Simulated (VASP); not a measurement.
# W (I4/mmm) in VASP: a series of runs, part 3 of 3

VASP 6.6.1. Earlier steps stand in the parts before.

### Step 5. Single point, LDA

The input, INCAR:

```
PREC = Accurate
ENCUT = 520
EDIFF = 1E-6
ISMEAR = 0
SIGMA = 0.15
LREAL = F
LASPH = T
NELM = 60
ALGO = Fast
ISIF = 2
LWAVE = F
LCHARG = T
LELF = T
LVHAR = T
NBANDS = 13
```

The input, KPOINTS:

```
Automatic mesh
0
Gamma
  24 24 24
```

The input, POSCAR:

```
W
1.0
   -1.7352216492      1.7352216492      1.3534728863
    1.7352216492     -1.7352216492      1.3534728863
    1.7352216492      1.7352216492     -1.3534728863
W
1
Direct
    0.0000000000      0.0000000000      0.0000000000
```

Potentials or basis: VASP PAW LDA potentials, release 64 (W_sv).

Run with:

```bash
$ cat potpaw_LDA.64/W_sv/POTCAR > POTCAR
$ mpirun -np 1 vasp_std > vasp.out
```

OUTCAR:

```text
PREC = Accurate
   ENCUT = 520
   EDIFF = 1E-6
   ISMEAR = 0
   LREAL = F
   LASPH = T
   NELM = 60
   ISIF = 2

 ion  position               nearest neighbor table
   1  0.000  0.000  0.000-

  LATTYP: Found a body centered tetragonal cell.
 ALAT       =     3.4704432984
 C/A-ratio  =     0.7800000000

  Lattice vectors:

 A1 = (  -1.7352216492,   1.7352216492,   1.3534728863)
 A2 = (   1.7352216492,  -1.7352216492,   1.3534728863)
 A3 = (   1.7352216492,   1.7352216492,  -1.3534728863)

Analysis of symmetry for initial positions (statically):
=====================================================================
 Subroutine PRICEL returns:
 Original cell was already a primitive cell.

 Routine SETGRP: Setting up the symmetry group for a
 body centered tetragonal supercell.

 Subroutine GETGRP returns: Found 16 space group operations
 (whereof 16 operations were pure point group operations)
 out of a pool of 16 trial point group operations.

The static configuration has the point symmetry D_4h.

Analysis of symmetry for dynamics (positions and initial velocities):
=====================================================================
 Subroutine PRICEL returns:
 Original cell was already a primitive cell.

 Routine SETGRP: Setting up the symmetry group for a
 body centered tetragonal supercell.

 Subroutine GETGRP returns: Found 16 space group operations
 (whereof 16 operations were pure point group operations)
 out of a pool of 16 trial point group operations.

The dynamic configuration has the point symmetry D_4h.

 Subroutine INISYM returns: Found 16 space group operations
 (whereof 16 operations are pure point group operations),
 and found     1 'primitive' translations

----------------------------------------------------------------------------------------

[... 111 lines left out ...]
  volume/ion in A,a.u.               =      16.30       110.01
  Fermi-wavevector in a.u.,A,eV,Ry     =   1.556125  2.940649 32.946829  2.421524
  Thomas-Fermi vector in A             =   2.659966
   LORBIT       =      0    0 simple, 1 ext, 2 COOP (PROOUT), +10 PAW based schemes
   GGA     = CA    functional components
   LHFCALC =     F    Hartree Fock is set to
   AEXX    =    0.0000 exact exchange contribution
   IVDW    =     0    specifies the selected vdW correction
   LEPSILON=     F    determine dielectric tensor
   LRPA    =     F    only Hartree local field effects (RPA)
 non-spin polarized calculation
 RMM-DIIS sequential band-by-band and
 Gauss-broadening in eV      SIGMA  =   0.15
  energy-cutoff  :      520.00
  volume of cell :       16.30
 maximum number of plane-waves:       453
 NGX is ok and might be reduce to    24
   NGX = 11   NGY = 11   NGZ = 11

 number of electron      14.0000001 magnetization

 Free energy of the ion-electron system (eV)
  ---------------------------------------------------
  ext. energy  EPLUGINS =         0.00000000
  ---------------------------------------------------
  free energy    TOTEN  =       -13.62584575 eV

  energy without entropy =      -13.61822903  energy(sigma->0) =      -13.62203739

 E-fermi :  10.7959     XC(G=0): -13.6437

 val. band max:       10.7943647511   @ k =  -0.3750   0.2083   0.0833
 cond. band min:      10.7981467250   @ k =  -0.2083  -0.2083   0.1667
 fundamental gap:      0.0037819739
 Fermi energy:        10.7959334064

 k-point     1 :       0.0000    0.0000    0.0000
  band No.  band energies     occupation
      1     -62.8022      2.00000
      2     -26.7630      2.00000
      3     -26.7630      2.00000
      4     -26.3748      2.00000
      5       1.5437      2.00000
      6       7.9002      2.00000
      7      10.2768      2.00000
      8      11.5730      0.00000
      9      11.5730      0.00000
     10      14.5530      0.00000
     11      24.3696      0.00000
     12      24.3696      0.00000
     13      29.7400      0.00000
[... 354 lines left out ...]
  band No.  band energies     occupation
      1     -62.6384      2.00000
      2     -27.8914      2.00000
      3     -27.1116      2.00000
      4     -26.8784      2.00000
      5       4.9790      2.00000
      6       6.7021      2.00000
      7      12.1041      0.00000
      8      12.8205      0.00000
      9      16.2008      0.00000
     10      16.4845      0.00000
     11      22.4364      0.00000
     12      22.6871      0.00000
     13      25.3149      0.00000

 [... further k-points ...]
[... 5 lines left out ...]
  --------------------------------------------------------------------------------------
  -------------------------------------------------------------------------------------
  Total       -1.5740987     -1.5740987      1.2248054      0.0000000      0.0000000     -0.0000000
  in kB     -154.7116722   -154.7116722    120.3810697      0.0000000      0.0000000     -0.0000000
  external PRESSURE =     -63.0140916 kB  Pullay stress =       0.0000000 kB

 VOLUME and BASIS-vectors are now :
 -----------------------------------------------------------------------------
  energy-cutoff  :      520.00
  volume of cell :       16.30
      direct lattice vectors                 reciprocal lattice vectors
    -1.735221649  1.735221649  1.353472886     0.000000000  0.288147627  0.369420034
     1.735221649 -1.735221649  1.353472886     0.288147627  0.000000000  0.369420034
     1.735221649  1.735221649 -1.353472886     0.288147627  0.288147627  0.000000000

 POSITION                                       TOTAL-FORCE (eV/Angst)
 -----------------------------------------------------------------------------------
      0.00000      0.00000      0.00000         0.000000      0.000000      0.000000
 -----------------------------------------------------------------------------------
    total drift:                                0.000000      0.000000      0.000000

  FREE ENERGIE OF THE ION-ELECTRON SYSTEM (eV)
  ---------------------------------------------------
  free  energy   TOTEN  =       -13.6258457499 eV

  energy  without entropy=      -13.6182290261  energy(sigma->0) =      -13.62203739
```

OSZICAR:

```text
N       E                     dE             d eps       ncg     rms          rms(c)
DAV:   1     0.836831858517E+02    0.83683E+02   -0.74413E+03 27718   0.121E+03
DAV:   2    -0.126313827672E+02   -0.96315E+02   -0.92556E+02 30998   0.315E+02
DAV:   3    -0.142857292887E+02   -0.16543E+01   -0.16464E+01 30693   0.400E+01
DAV:   4    -0.142927728853E+02   -0.70436E-02   -0.70434E-02 30588   0.289E+00
DAV:   5    -0.142928353448E+02   -0.62459E-04   -0.62460E-04 31173   0.257E-01    0.201E+01
RMM:   6    -0.137646278443E+02    0.52821E+00   -0.40141E-01 30024   0.568E+00    0.825E+00
RMM:   7    -0.136300477771E+02    0.13458E+00   -0.26746E-01 30564   0.460E+00    0.687E-01
RMM:   8    -0.136258783599E+02    0.41694E-02   -0.11540E-02 34358   0.118E+00    0.167E-01
RMM:   9    -0.136258252747E+02    0.53085E-04   -0.20030E-03 33865   0.518E-01    0.615E-02
RMM:  10    -0.136258413540E+02   -0.16079E-04   -0.25300E-04 36509   0.196E-01    0.893E-03
RMM:  11    -0.136258442051E+02   -0.28511E-05   -0.55482E-05 35203   0.897E-02    0.509E-03
RMM:  12    -0.136258454784E+02   -0.12733E-05   -0.14622E-05 30403   0.435E-02    0.148E-03
RMM:  13    -0.136258457499E+02   -0.27154E-06   -0.29175E-06 25206   0.196E-02
   1 F= -.13625846E+02 E0= -.13622037E+02  d E =-.761672E-02
```

It took 2.9 min on 1 thread of Intel Xeon Platinum 8488C (Sapphire Rapids), shared host; peak memory 0.31 GiB.

Results:

```yaml
Free_energy: -13.6258 eV
Pressure: -6.3 GPa
Band_gap_on_the_k_mesh: zero (bands 7 and 8 overlap by 6.87 eV)
```

Stress tensor (GPa, compression positive):
```
-15.47   0.00   0.00
  0.00 -15.47   0.00
  0.00   0.00  12.04
```

Caveat: the stress differs along the axes, from -15 to 12 GPa; spin-orbit coupling is left out, which moves the levels of the heavy elements.

### Step 6. Summary

| cell | gap on the mesh (eV) | pressure (GPa) |
| --- | --- | --- |
| a = 2.835 Å, angles 101.5, 101.5, 126.9°, 1 atom | none | 2.1 |
| a = 2.782 Å, angles 105.4, 105.4, 118.0°, 1 atom | none | -11.1 |
| a = 2.788 Å, angles 114.7, 114.7, 99.4°, 1 atom | none | -11.6 |
| a = 2.802 Å, angles 103.5, 103.5, 122.2°, 1 atom | none | -6.3 |

Alike in all rows: task single point; level LDA; potentials or basis VASP PAW LDA potentials, release 64 (W_sv); no spin polarisation; k mesh 24 × 24 × 24; cutoff (eV) 520; smearing gaussian 0.15 eV.

Caveats: spin-orbit coupling is left out, which moves the levels of the heavy elements; the stress differs along the axes, from -13 to 32 GPa (at least some runs); the stress differs along the axes, from -24 to 14 GPa (at least some runs); the stress differs along the axes, from -31 to -2 GPa (at least some runs); the stress differs along the axes, from -15 to 12 GPa (at least some runs).

Absolute energies hang on the potentials; compare differences alone.
